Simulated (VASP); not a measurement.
Runs of VASP 6.6.1 on CdSe. The structure is that of space group P6_3mc (No. 186), or close to it. The cells are those of the table. 

```tsv
cell	gap on the mesh (eV)	pressure (GPa)	largest force (eV/Å)
a = 4.164, b = 4.164, c = 7.475 Å, angles 90.0, 90.0, 120.0°, 4 atoms	0.54	4.1	0.58
a = 4.538, b = 4.538, c = 6.295 Å, angles 90.0, 90.0, 120.0°, 4 atoms	0.78	6.4	2.38
a = 4.229, b = 4.229, c = 7.247 Å, angles 90.0, 90.0, 120.0°, 4 atoms	(c)	3.5	0.33
a = 4.420, b = 4.420, c = 6.636 Å, angles 90.0, 90.0, 120.0°, 4 atoms	0.69	4.1	0.95
a = 4.045, b = 4.045, c = 7.922 Å, angles 90.0, 90.0, 120.0°, 4 atoms	0.35	(b)	0.89
a = 4.357, b = 4.357, c = 6.827 Å, angles 90.0, 90.0, 120.0°, 4 atoms	(a)	3.5	0.42
```

Alike in all rows: task single point; level PBE; potentials or basis VASP PAW PBE potentials, release 64 (Cd, Se); no spin polarisation; k mesh 12 × 12 × 4; cutoff (eV) 520; smearing gaussian 0.05 eV.

Question: Fill in the values left out.

Answer: (a) 0.68; (b) 5.9; (c) 0.61.

Caveats: semilocal functionals underestimate gaps, and a narrow one can read as zero; the cell stands under pressure (at least some runs); the stress differs along the axes, from -1 to 7 GPa (at least some runs); the stress differs along the axes, from -1 to 21 GPa (at least some runs); forces of over 1 eV/Å act on the atoms, so gaps and moduli don't describe the material at rest (at least some runs); the stress differs along the axes, from 1 to 11 GPa (at least some runs); the stress differs along the axes, from -3 to 10 GPa (at least some runs).

A k mesh can miss the band edges, and the runs leave out spin-orbit coupling on Cd, Se.
